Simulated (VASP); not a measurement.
# Hf2Ti (P6/mmm) in VASP: a series of runs

Runs on Hf2Ti. Level: PBE. Tasks: single point, relaxation of cell and atoms.

All numbers are computed with VASP 6.6.1; they aren't measurements. Logs are shortened: lines on timing, memory, paths and dates and some standing lists are left out, and cuts for length are marked.

## (1) The cell of the first run

The structure is hexagonal, space group P6/mmm (No. 191). The conventional cell has a = 3.775 Å, b = 3.775 Å, c = 4.076 Å, α = 90.00°, β = 90.00°, γ = 120.00°. Within 2.9 Å of Hf (site symmetry -6m2) lie 3 Hf at 2.18 Å. Ti (site symmetry 6/mmm) has 12 Hf at 2.98 Å and 6 Ti at 3.78 Å within 3.9 Å.

## (2) Single point, PBE

INCAR reads:

```
SYSTEM = Hf2Ti
PREC = Accurate
ENCUT = 520
EDIFF = 1E-6
ISMEAR = 0
SIGMA = 0.1
LREAL = .FALSE.
LASPH = .TRUE.
NELM = 60
ALGO = Fast
ISIF = 2
LWAVE = .FALSE.
LCHARG = .TRUE.
GGA = PE
LELF = .TRUE.
LVHAR = .TRUE.
NBANDS = 23
```

KPOINTS reads:

```
regular mesh
0
G
  6 6 4
  0 0 0
```

POSCAR reads:

```
Hf2Ti
1.0
    3.7752501940      0.0000000000      0.0000000000
   -1.8876250970      3.2694625737      0.0000000000
    0.0000000000      0.0000000000      4.0762668208
Hf Ti
2 1
Direct
    0.3333333333      0.6666666667      0.5000000000
    0.6666666667      0.3333333333      0.5000000000
    0.0000000000      0.0000000000      0.0000000000
```

Potentials or basis: VASP PAW PBE potentials, release 64 (Hf_pv, Ti_sv).

Command:

```bash
$ cat potpaw_PBE.64/Hf_pv/POTCAR potpaw_PBE.64/Ti_sv/POTCAR > POTCAR
$ mpirun -np 1 vasp_std > vasp.out
```

OUTCAR:

```text
SYSTEM = Hf2Ti
   PREC = Accurate
   ENCUT = 520
   EDIFF = 1E-6
   ISMEAR = 0
   LREAL = .FALSE.
   LASPH = .TRUE.
   NELM = 60
   ISIF = 2
   GGA = PE

 ion  position               nearest neighbor table
   1  0.333  0.667  0.500-   2 2.18   2 2.18   2 2.18   3 2.98   3 2.98   3 2.98   3 2.98   3 2.98
                             3 2.98
   2  0.667  0.333  0.500-   1 2.18   1 2.18   1 2.18   3 2.98   3 2.98   3 2.98   3 2.98   3 2.98
                             3 2.98
   3  0.000  0.000  0.000-   1 2.98   2 2.98   1 2.98   2 2.98   2 2.98   2 2.98   1 2.98   1 2.98
                             2 2.98   2 2.98   1 2.98   1 2.98

  LATTYP: Found a hexagonal cell.
 ALAT       =     3.7752501940
 C/A-ratio  =     1.0797342193

  Lattice vectors:

 A1 = (   3.7752501940,   0.0000000000,   0.0000000000)
 A2 = (  -1.8876250970,   3.2694625737,   0.0000000000)
 A3 = (   0.0000000000,   0.0000000000,   4.0762668208)

Analysis of symmetry for initial positions (statically):
=====================================================================
 Subroutine PRICEL returns:
 Original cell was already a primitive cell.

 Routine SETGRP: Setting up the symmetry group for a
 hexagonal supercell.

 Subroutine GETGRP returns: Found 24 space group operations
 (whereof 24 operations were pure point group operations)
 out of a pool of 24 trial point group operations.

The static configuration has the point symmetry D_6h.

Analysis of symmetry for dynamics (positions and initial velocities):
=====================================================================
 Subroutine PRICEL returns:
 Original cell was already a primitive cell.

 Routine SETGRP: Setting up the symmetry group for a
 hexagonal supercell.

 Subroutine GETGRP returns: Found 24 space group operations
 (whereof 24 operations were pure point group operations)
 out of a pool of 24 trial point group operations.

The dynamic configuration has the point symmetry D_6h.

 Subroutine INISYM returns: Found 24 space group operations
 (whereof 24 operations are pure point group operations),
 and found     1 'primitive' translations

----------------------------------------------------------------------------------------

                                     Primitive cell

  volume of cell :      50.3135

  direct lattice vectors                    reciprocal lattice vectors
     3.775250194  0.000000000  0.000000000     0.264883107  0.152930333  0.000000000
    -1.887625097  3.269462574  0.000000000     0.000000000  0.305860666  0.000000000
     0.000000000  0.000000000  4.076266821     0.000000000  0.000000000  0.245322508

  length of vectors
     3.775250194  3.775250194  4.076266821     0.305860666  0.305860666  0.245322508

  position of ions in fractional coordinates (direct lattice)
     0.333333333  0.666666667  0.500000000
     0.666666667  0.333333333  0.500000000
     0.000000000  0.000000000  0.000000000

  ion indices of the primitive-cell ions
   primitive index   ion index
                 1           1
                 2           2
                 3           3

----------------------------------------------------------------------------------------

 KPOINTS: regular mesh

Automatic generation of k-mesh.
 Grid dimensions read from file:
 generate k-points for:    6    6    4

 Generating k-lattice:

  Cartesian coordinates                     Fractional coordinates (reciprocal lattice)
     0.044147184  0.025488389  0.000000000     0.166666667  0.000000000  0.000000000
     0.000000000  0.050976778  0.000000000     0.000000000  0.166666667  0.000000000
     0.000000000  0.000000000  0.061330627     0.000000000  0.000000000  0.250000000

  Length of vectors
     0.050976778  0.050976778  0.061330627

  Shift w.r.t. Gamma in fractional coordinates (k-lattice)
     0.000000000  0.000000000  0.000000000

 Subroutine IBZKPT returns following result:
 ===========================================

 Found     21 irreducible k-points:

 Following reciprocal coordinates:
            Coordinates               Weight
  0.000000  0.000000  0.000000      1.000000
  0.166667 -0.000000  0.000000      6.000000
  0.333333  0.000000  0.000000      6.000000
  0.500000  0.000000  0.000000      3.000000
  0.166667  0.166667  0.000000      6.000000
  0.333333  0.166667  0.000000     12.000000
[... 13 lines left out ...]
  0.333333  0.166667  0.500000     12.000000
  0.333333  0.333333  0.500000      2.000000
   k-points           NKPTS =     21   k-points in BZ     NKDIM =     21   number of bands    NBANDS=     23
   number of dos      NEDOS =    301   number of ions     NIONS =      3
   total plane-waves  NPLWV =  23520
   dimension x,y,z NGX =    28 NGY =   28 NGZ =   30
   dimension x,y,z NGXF=    56 NGYF=   56 NGZF=   60
   ions per type =               2   1
   NGX,Y,Z   is equivalent  to a cutoff of  12.33, 12.33, 12.24 a.u.
   NGXF,Y,Z  is equivalent  to a cutoff of  24.66, 24.66, 24.47 a.u.
 SYSTEM =  Hf2Ti
   PREC   = accura    normal or accurate (medium, high low for compatibility)
   ISTART =      0    job   : 0-new  1-cont  2-samecut
   ICHARG =      2    charge: 1-file 2-atom 10-const
   ISPIN  =      1    spin polarized calculation?
   LNONCOLLINEAR =      F non collinear calculations
   LSORBIT =      F    spin-orbit coupling
   LASPH  =      T    aspherical Exc in radial PAW
   ENCUT  =  520.0 eV  38.22 Ry    6.18 a.u.   7.02  7.02  7.58*2*pi/ulx,y,z
   NELM   =     60;   NELMIN=  2; NELMDL= -5     # of ELM steps
   EDIFF  = 0.1E-05   stopping-criterion for ELM
   LREAL  =      F    real-space projection
   EDIFFG = 0.1E-04   stopping-criterion for IOM
   NSW    =      0    number of steps for IOM
   IBRION =     -1    ionic relax: 0-MD 1-quasi-New 2-CG
   NFREE  =      0    steps in history (QN), initial steepest desc. (CG)
   ISIF   =      2    stress and relaxation
   ISYM   =      2    0-nonsym 1-usesym 2-fastsym
   POTIM  = 0.5000    time-step for ionic-motion
   TEBEG  =    0.0;   TEEND  =   0.0 temperature during run
   PSTRESS=    0.0 pullay stress
   NELECT =      32.0000    total number of electrons
   NUPDOWN=      -1.0000    fix difference up-down
   EMIN   =  10.00;   EMAX   =-10.00  energy-range for DOS
   EFERMI =   0.00;   METHOD = LEGACY
   ISMEAR =     0;   SIGMA  =   0.10  broadening in eV -4-tet -1-fermi 0-gaus
   EFERMI_NEDOS =   21; number of points for ismear=-14 and -15
   IALGO  =     68    algorithm
   IMIX   =      4    mixing-type and parameters
     AMIX     =   0.40;   BMIX     =  1.00
     AMIX_MAG =   1.60;   BMIX_MAG =  1.00
  volume/ion in A,a.u.               =      16.77       113.18
  Fermi-wavevector in a.u.,A,eV,Ry     =   1.407872  2.660493 26.968166  1.982104
  Thomas-Fermi vector in A             =   2.530087
   LORBIT       =      0    0 simple, 1 ext, 2 COOP (PROOUT), +10 PAW based schemes
   GGA     = PE    functional components
   LHFCALC =     F    Hartree Fock is set to
   AEXX    =    0.0000 exact exchange contribution
   IVDW    =     0    specifies the selected vdW correction
   LEPSILON=     F    determine dielectric tensor
   LRPA    =     F    only Hartree local field effects (RPA)
 non-spin polarized calculation
 RMM-DIIS sequential band-by-band and
 Gauss-broadening in eV      SIGMA  =   0.10
  energy-cutoff  :      520.00
  volume of cell :       50.31
 maximum number of plane-waves:      1371
 NGX is ok and might be reduce to    28
   NGX = 13   NGY = 13   NGZ = 15

 number of electron      32.0000001 magnetization

 Free energy of the ion-electron system (eV)
  ---------------------------------------------------
  ext. energy  EPLUGINS =         0.00000000
  ---------------------------------------------------
  free energy    TOTEN  =       -19.90273691 eV

  energy without entropy =      -19.88339739  energy(sigma->0) =      -19.89306715

 E-fermi :   6.7785     XC(G=0): -12.1670

 val. band max:        6.7251396888   @ k =   0.0000   0.0000   0.0000
 cond. band min:       6.8004595828   @ k =   0.3333   0.1667   0.2500
 fundamental gap:      0.0753198940
 Fermi energy:         6.7785236962

 k-point     1 :       0.0000    0.0000    0.0000
  band No.  band energies     occupation
      1     -49.8406      2.00000
      2     -26.1187      2.00000
      3     -26.1187      2.00000
      4     -26.0875      2.00000
      5     -25.8091      2.00000
      6     -25.8091      2.00000
[... 15 lines left out ...]
     22      11.4176      0.00000
     23      11.5236      0.00000

 k-point     2 :       0.1667   -0.0000    0.0000
  band No.  band energies     occupation
      1     -49.8400      2.00000
      2     -26.1739      2.00000
      3     -26.1459      2.00000
      4     -26.0748      2.00000
      5     -25.8688      2.00000
      6     -25.5694      2.00000
[... 15 lines left out ...]
     22      10.3183      0.00000
     23      12.4069      0.00000

 k-point     3 :       0.3333    0.0000    0.0000
  band No.  band energies     occupation
      1     -49.8389      2.00000
      2     -26.3196      2.00000
      3     -26.1541      2.00000
      4     -26.0504      2.00000
      5     -25.9317      2.00000
      6     -25.0754      2.00000
[... 15 lines left out ...]
     22      11.1664      0.00000
     23      11.5584      0.00000
[... 417 lines left out ...]
 k-point    20 :       0.3333    0.1667    0.5000
  band No.  band energies     occupation
      1     -49.8379      2.00000
      2     -26.4879      2.00000
      3     -26.1701      2.00000
      4     -26.1310      2.00000
      5     -25.9133      2.00000
      6     -24.4651      2.00000
[... 15 lines left out ...]
     22      10.8898      0.00000
     23      11.7345      0.00000

 k-point    21 :       0.3333    0.3333    0.5000
  band No.  band energies     occupation
      1     -49.8375      2.00000
      2     -26.6544      2.00000
      3     -26.1547      2.00000
      4     -26.1547      2.00000
      5     -25.8557      2.00000
      6     -23.4404      2.00000
[... 15 lines left out ...]
     22      11.6125      0.00000
     23      11.6125      0.00000

------------------------ aborting loop because EDIFF is reached ----------------------------------------

  FORCE on cell =-STRESS in cart. coord.  units (eV):
  Direction    XX          YY          ZZ          XY          YZ          ZX
  --------------------------------------------------------------------------------------
  -------------------------------------------------------------------------------------
  Total       28.1765481     28.1765481     -2.5696651      0.0000000      0.0000000     -0.0000000
  in kB      897.2503910    897.2503910    -81.8280878      0.0000000      0.0000000     -0.0000000
  external PRESSURE =     570.8908981 kB  Pullay stress =       0.0000000 kB

 VOLUME and BASIS-vectors are now :
 -----------------------------------------------------------------------------
  energy-cutoff  :      520.00
  volume of cell :       50.31
      direct lattice vectors                 reciprocal lattice vectors
     3.775250194  0.000000000  0.000000000     0.264883107  0.152930333  0.000000000
    -1.887625097  3.269462574  0.000000000     0.000000000  0.305860666  0.000000000
     0.000000000  0.000000000  4.076266821     0.000000000  0.000000000  0.245322508

 POSITION                                       TOTAL-FORCE (eV/Angst)
 -----------------------------------------------------------------------------------
     -0.00000      2.17964      2.03813         0.000000     -0.000000      0.000000
      1.88763      1.08982      2.03813         0.000000      0.000000      0.000000
      0.00000      0.00000      0.00000        -0.000000      0.000000      0.000000
 -----------------------------------------------------------------------------------
    total drift:                               -0.000000      0.000000     -0.000000

  FREE ENERGIE OF THE ION-ELECTRON SYSTEM (eV)
  ---------------------------------------------------
  free  energy   TOTEN  =       -19.9027369130 eV

  energy  without entropy=      -19.8833973921  energy(sigma->0) =      -19.89306715
```

It took 30 s on 1 thread of Intel Xeon 6975P-C (Granite Rapids), shared host; peak memory 0.16 GiB.

What came out:

| Item | Value |
| --- | --- |
| Free energy | -19.9027 eV |
| Pressure | 57.1 GPa |
| Band gap on the k mesh | zero (band 16 reaches 7.22 eV, above the bottom of band 17 at 6.29 eV) |

Caveat: the k points lie up to 0.39 Å⁻¹ apart; spin-orbit coupling is left out, which moves the levels of the heavy elements.

## (3) Single point, PBE

This run uses another cell than the first one, of 20.43 Å³/atom, 1.218 times its volume.

INCAR reads:

```
PREC = Accurate
ENCUT = 520
EDIFF = 1E-7
ISMEAR = 0
SIGMA = 0.1
LREAL = False
LASPH = True
NELM = 100
ALGO = Fast
ISIF = 2
LWAVE = False
LCHARG = False
GGA = PE
NBANDS = 23
```

KPOINTS reads:

```
Automatic mesh
0
Gamma
  6 6 4
```

POSCAR reads:

```
Hf2Ti
1.0
    4.8718523162      0.0000000000      0.0000000000
   -2.4359261581      4.2191478693      0.0000000000
    0.0000000000      0.0000000000      2.9824152881
Hf Ti
2 1
Direct
    0.3333333333      0.6666666667      0.5000000000
    0.6666666667      0.3333333333      0.5000000000
    0.0000000000      0.0000000000      0.0000000000
```

Potentials or basis: VASP PAW PBE potentials, release 64 (Hf_pv, Ti_sv).

Command:

```bash
$ cat potpaw_PBE.64/Hf_pv/POTCAR potpaw_PBE.64/Ti_sv/POTCAR > POTCAR
$ mpirun -np 1 vasp_std > vasp.out
```

OUTCAR:

```text
PREC = Accurate
   ENCUT = 520
   EDIFF = 1E-7
   ISMEAR = 0
   LREAL = False
   LASPH = True
   NELM = 100
   ISIF = 2
   GGA = PE

 ion  position               nearest neighbor table
   1  0.333  0.667  0.500-   2 2.81   2 2.81   2 2.81   3 3.18   3 3.18   3 3.18   3 3.18   3 3.18
                             3 3.18
   2  0.667  0.333  0.500-   1 2.81   1 2.81   1 2.81   3 3.18   3 3.18   3 3.18   3 3.18   3 3.18
                             3 3.18
   3  0.000  0.000  0.000-   1 3.18   2 3.18   1 3.18   2 3.18   1 3.18   1 3.18   2 3.18   2 3.18
                             2 3.18   2 3.18   1 3.18   1 3.18

  LATTYP: Found a hexagonal cell.
 ALAT       =     4.8718523162
 C/A-ratio  =     0.6121727619

  Lattice vectors:

 A1 = (   4.8718523162,   0.0000000000,   0.0000000000)
 A2 = (  -2.4359261581,   4.2191478693,   0.0000000000)
 A3 = (   0.0000000000,   0.0000000000,   2.9824152881)

Analysis of symmetry for initial positions (statically):
=====================================================================
 Subroutine PRICEL returns:
 Original cell was already a primitive cell.

 Routine SETGRP: Setting up the symmetry group for a
 hexagonal supercell.

 Subroutine GETGRP returns: Found 24 space group operations
 (whereof 24 operations were pure point group operations)
 out of a pool of 24 trial point group operations.

The static configuration has the point symmetry D_6h.

Analysis of symmetry for dynamics (positions and initial velocities):
=====================================================================
 Subroutine PRICEL returns:
 Original cell was already a primitive cell.

 Routine SETGRP: Setting up the symmetry group for a
 hexagonal supercell.

 Subroutine GETGRP returns: Found 24 space group operations
 (whereof 24 operations were pure point group operations)
 out of a pool of 24 trial point group operations.

[... 114 lines left out ...]
   EFERMI_NEDOS =   21; number of points for ismear=-14 and -15
   IALGO  =     68    algorithm
   IMIX   =      4    mixing-type and parameters
     AMIX     =   0.40;   BMIX     =  1.00
     AMIX_MAG =   1.60;   BMIX_MAG =  1.00
  volume/ion in A,a.u.               =      20.43       137.90
  Fermi-wavevector in a.u.,A,eV,Ry     =   1.318143  2.490929 23.640133  1.737501
  Thomas-Fermi vector in A             =   2.448134
   LORBIT       =      0    0 simple, 1 ext, 2 COOP (PROOUT), +10 PAW based schemes
   GGA     = PE    functional components
   LHFCALC =     F    Hartree Fock is set to
   AEXX    =    0.0000 exact exchange contribution
   IVDW    =     0    specifies the selected vdW correction
   LEPSILON=     F    determine dielectric tensor
   LRPA    =     F    only Hartree local field effects (RPA)
 non-spin polarized calculation
 RMM-DIIS sequential band-by-band and
 Gauss-broadening in eV      SIGMA  =   0.10
  energy-cutoff  :      520.00
  volume of cell :       61.30
 maximum number of plane-waves:      1704
   NGX = 19   NGY = 19   NGZ = 11

 number of electron      31.9999993 magnetization

 Free energy of the ion-electron system (eV)
  ---------------------------------------------------
  ext. energy  EPLUGINS =         0.00000000
  ---------------------------------------------------
  free energy    TOTEN  =       -27.33444651 eV

  energy without entropy =      -27.31925059  energy(sigma->0) =      -27.32684855

 E-fermi :   5.8015     XC(G=0): -11.4000

 val. band max:        5.7714254730   @ k =   0.5000   0.0000   0.0000
 cond. band min:       5.8305594377   @ k =   0.3333   0.3333   0.0000
 fundamental gap:      0.0591339647
 Fermi energy:         5.8014774709

 k-point     1 :       0.0000    0.0000    0.0000
  band No.  band energies     occupation
      1     -51.2967      2.00000
      2     -27.5784      2.00000
      3     -27.5784      2.00000
      4     -27.2650      2.00000
      5     -24.9430      2.00000
      6     -24.9430      2.00000
[... 535 lines left out ...]
     22       8.8523      0.00000
     23       9.2137      0.00000

------------------------ aborting loop because EDIFF is reached ----------------------------------------

  FORCE on cell =-STRESS in cart. coord.  units (eV):
  Direction    XX          YY          ZZ          XY          YZ          ZX
  --------------------------------------------------------------------------------------
  -------------------------------------------------------------------------------------
  Total       -0.0461954     -0.0461954     -0.0754168      0.0000000      0.0000000      0.0000000
  in kB       -1.2073192     -1.2073192     -1.9710243      0.0000000      0.0000000      0.0000000
  external PRESSURE =      -1.4618876 kB  Pullay stress =       0.0000000 kB

 VOLUME and BASIS-vectors are now :
 -----------------------------------------------------------------------------
  energy-cutoff  :      520.00
  volume of cell :       61.30
      direct lattice vectors                 reciprocal lattice vectors
     4.871852316  0.000000000  0.000000000     0.205260738  0.118507342  0.000000000
    -2.435926158  4.219147869  0.000000000     0.000000000  0.237014684  0.000000000
     0.000000000  0.000000000  2.982415288     0.000000000  0.000000000  0.335298710

 POSITION                                       TOTAL-FORCE (eV/Angst)
 -----------------------------------------------------------------------------------
     -0.00000      2.81277      1.49121         0.000000     -0.000000      0.000000
      2.43593      1.40638      1.49121        -0.000000     -0.000000     -0.000000
      0.00000      0.00000      0.00000        -0.000000      0.000000     -0.000000
 -----------------------------------------------------------------------------------
    total drift:                                0.000000     -0.000000     -0.000000

  FREE ENERGIE OF THE ION-ELECTRON SYSTEM (eV)
  ---------------------------------------------------
  free  energy   TOTEN  =       -27.3344465079 eV

  energy  without entropy=      -27.3192505936  energy(sigma->0) =      -27.32684855
```

OSZICAR:

```text
N       E                     dE             d eps       ncg     rms          rms(c)
DAV:   1     0.232044992999E+03    0.23204E+03   -0.16557E+04   966   0.146E+03
DAV:   2    -0.126696529311E+02   -0.24471E+03   -0.23446E+03  1036   0.403E+02
DAV:   3    -0.295153101975E+02   -0.16846E+02   -0.15836E+02  1639   0.840E+01
[... 36 lines left out ...]
RMM:  40    -0.273344460389E+02   -0.18760E-06   -0.21974E-06   668   0.380E-03    0.211E-03
RMM:  41    -0.273344462051E+02   -0.16618E-06   -0.19071E-06   635   0.348E-03    0.243E-03
RMM:  42    -0.273344463224E+02   -0.11729E-06   -0.14437E-06   634   0.332E-03    0.234E-03
RMM:  43    -0.273344464305E+02   -0.10808E-06   -0.12536E-06   614   0.313E-03    0.251E-03
RMM:  44    -0.273344465079E+02   -0.77379E-07   -0.94589E-07   610   0.289E-03
   1 F= -.27334447E+02 E0= -.27326849E+02  d E =-.151959E-01
```

Wall time 43 s (1 thread of Intel Xeon 6975P-C (Granite Rapids), shared host); peak memory 0.18 GiB.

Results:

```yaml
Free_energy: -27.3344 eV
Pressure: -0.1 GPa
Band_gap_on_the_k_mesh: zero (band 16 reaches 5.98 eV, above the bottom of band 17 at 5.27 eV)
```

Stress tensor (GPa, compression positive):
```
-0.12  0.00  0.00
 0.00 -0.12  0.00
 0.00  0.00 -0.20
```

Caveat: the k points lie up to 0.53 Å⁻¹ apart; spin-orbit coupling is left out, which moves the levels of the heavy elements.

(Continued in part 2 of 2.)
